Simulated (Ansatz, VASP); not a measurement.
# One calculation of AlH6, two programs

The input INCAR:

```
  PREC = Accurate
  ENCUT = 600
  EDIFF = 1E-7
  ISMEAR = 0
  SIGMA = 0.1
  LREAL = F
  LASPH = T
  NELM = 100
  ALGO = Normal
  ISIF = 3
  LWAVE = F
  LCHARG = F
  GGA = PE
  IBRION = 2
  NSW = 100
  EDIFFG = -0.01
```

The input KPOINTS:

```
Automatic mesh
0
Gamma
  12 12 10
```

The input POSCAR:

```
AlH6
1.0
    3.5610809361      0.0000000000      0.0000000000
   -1.7805404680      3.0839865556      0.0000000000
    0.0000000000      0.0000000000      3.7940088793
Al H
1 6
Direct
    0.0000000000      0.0000000000      0.0000000000
    0.3333333333      0.6666666667      0.5000000000
    0.6666666667      0.3333333333      0.5000000000
    0.5000000000      0.0000000000      0.0000000000
    0.0000000000      0.5000000000      0.0000000000
    0.5000000000      0.5000000000      0.0000000000
    0.0000000000      0.0000000000      0.5000000000
```

Input for Ansatz:

```yaml
crystal:
  lattice:
    - [3.5610809361, 0.0, 0.0]
    - [-1.780540468, 3.0839865556, 0.0]
    - [0.0, 0.0, 3.7940088793]
  atoms:
    - { symbol: Al, position: [0.0, 0.0, 0.0] }
    - { symbol: H, position: [0.3333333333, 0.6666666667, 0.5] }
    - { symbol: H, position: [0.6666666667, 0.3333333333, 0.5] }
    - { symbol: H, position: [0.5, 0.0, 0.0] }
    - { symbol: H, position: [0.0, 0.5, 0.0] }
    - { symbol: H, position: [0.5, 0.5, 0.0] }
    - { symbol: H, position: [0.0, 0.0, 0.5] }
basis:
  ecutwfc: 420
kpoints:
  mp_grid: { grid: [12, 12, 10] }
hamiltonian:
  xc: pbe
scf:
  occupations: { method: gaussian, width: 0.1 }
output:
  forces: true
  stress: true
  eigenvalues: true
  write_density: true
  write_potential: true
  elf: true
  volumetric_format: npy
relax:
  adjacent_minimum: "off"
  f_tol: 0.01
  max_steps: 80
  cell: { stress_tol: 0.05 }
```

Alike in both runs: task relaxation of cell and atoms; functional PBE; k mesh 12 × 12 × 10; occupations gaussian, width 0.1 eV; no spin polarisation.

```csv
,VASP,Ansatz
version,VASP 6.6.1,Ansatz 0.2.0
potentials or method,"VASP PAW PBE potentials, release 64 (Al, H), cutoff 600 eV","scalar-relativistic, plane waves, PAW"
valence electrons in the cell,9,9
```

|  | VASP | Ansatz | Ansatz less VASP |
| --- | --- | --- | --- |
| gap on the k mesh at the Fermi level, each at its own relaxed structure (eV) | none | none | - |
| relaxed volume (Å³/atom) | 5.81 | 5.83 | +0.025 |
| relaxed cell length with the largest relative difference (Å) | 3.582 | 3.607 | +0.0248 |

A gap of «none» marks a metal or a gap that the smearing closes.
